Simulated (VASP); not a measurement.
Write the native input for VASP 6.6.1 that does the following.

| Item | Value |
| --- | --- |
| Task | single point |
| Functional | PBE |
| Potentials or basis | VASP PAW PBE potentials, release 64 (B, N) |
| Cutoff | 520 eV |
| k mesh | 6 × 6 × 10 |
| Occupations | gaussian, width 0.05 eV |
| Spin | no spin polarisation |
| Dipole correction | no |
| Further INCAR settings | ALGO = Normal; EDIFF = 1e-07; NBANDS = 26 |

The structure of BN lies in POSCAR:

```
BN
1.0
    4.4559000000      0.0000000000      0.0000000000
    0.0000000000      4.4559000000      0.0000000000
    0.0000000000      0.0000000000      2.7021000000
B N
4 4
Direct
    0.1742811368      0.8257188632      0.5000000000
    0.3257188632      0.3257188632      0.0000000000
    0.6742811368      0.6742811368      0.0000000000
    0.8257188632      0.1742811368      0.5000000000
    0.8126115048      0.8126115048      0.5000000000
    0.3126115048      0.6873884952      0.0000000000
    0.6873884952      0.3126115048      0.0000000000
    0.1873884952      0.1873884952      0.5000000000
```

These files were run (other wordings do the same):

INCAR

```
SYSTEM = BN
PREC = Accurate
ENCUT = 520
EDIFF = 1E-7
ISMEAR = 0
SIGMA = 0.05
LREAL = .FALSE.
LASPH = .TRUE.
NELM = 60
ALGO = Normal
ISIF = 2
LWAVE = .FALSE.
LCHARG = .FALSE.
GGA = PE
NBANDS = 26
```

KPOINTS

```
Automatic mesh
0
G
  6 6 10
  0 0 0
```

Potentials or basis: VASP PAW PBE potentials, release 64 (B, N).

Launch:

```console
$ cat potpaw_PBE.64/B/POTCAR potpaw_PBE.64/N/POTCAR > POTCAR
$ mpirun -np 1 vasp_std > vasp.out
```

It gave:

- Pressure: -22.8 GPa
- Largest force: 0.157 eV/Å
- Band gap on the k mesh: 4.78 eV, indirect (least direct gap 5.45 eV)

Wall time 64 s on 1 thread of Intel(R) Xeon(R) Platinum 8259CL CPU @ 2.50GHz (Skylake/Cascade Lake) (shared host), peak memory 0.2 GiB.
